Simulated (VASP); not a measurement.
LiBe, 4 atoms in the cell. It takes space group P2_1/m (No. 11, monoclinic). Conventional cell: a = 2.296 Å, b = 3.613 Å, c = 5.528 Å, α = 90.00°, β = 94.17°, γ = 90.00°. Within 3.0 Å of Be (site symmetry m) lie 6 Be at 2.28 to 2.32 Å and 5 Li at 2.33 to 2.65 Å. Within 3.0 Å of Li (site symmetry m) lie 6 Li at 2.30 to 2.82 Å and 5 Be at 2.33 to 2.65 Å. 

```yaml
Program: VASP 6.6.1
Task: single point
Functional: BLYP
Potentials_or_basis: VASP PAW PBE potentials, release 64 (Be, Li_sv)
Cutoff: 520 eV
k_mesh: 7 × 4 × 3
Occupations: fermi-dirac, width 0.05 eV
Spin: no spin polarisation
Dipole_correction: no
Further_INCAR_settings: ALGO = Fast; EDIFF = 1e-06; NBANDS = 13
```

Potentials or basis: VASP PAW PBE potentials, release 64 (Be, Li_sv).

Run with:

```bash
$ cat potpaw_PBE.64/Be/POTCAR potpaw_PBE.64/Li_sv/POTCAR > POTCAR
$ mpirun -np 1 vasp_std > vasp.out
```

Hardware: 1 thread of Intel(R) Xeon(R) Platinum 8488C (Sapphire Rapids), with other jobs on the host.

Question: Estimate the wall time of this run.

Answer: Run time: 36 s on 1 thread of Intel(R) Xeon(R) Platinum 8488C (Sapphire Rapids) (shared host), peak memory 0.14 GiB. Counts: scf iterations 21, k points 33.
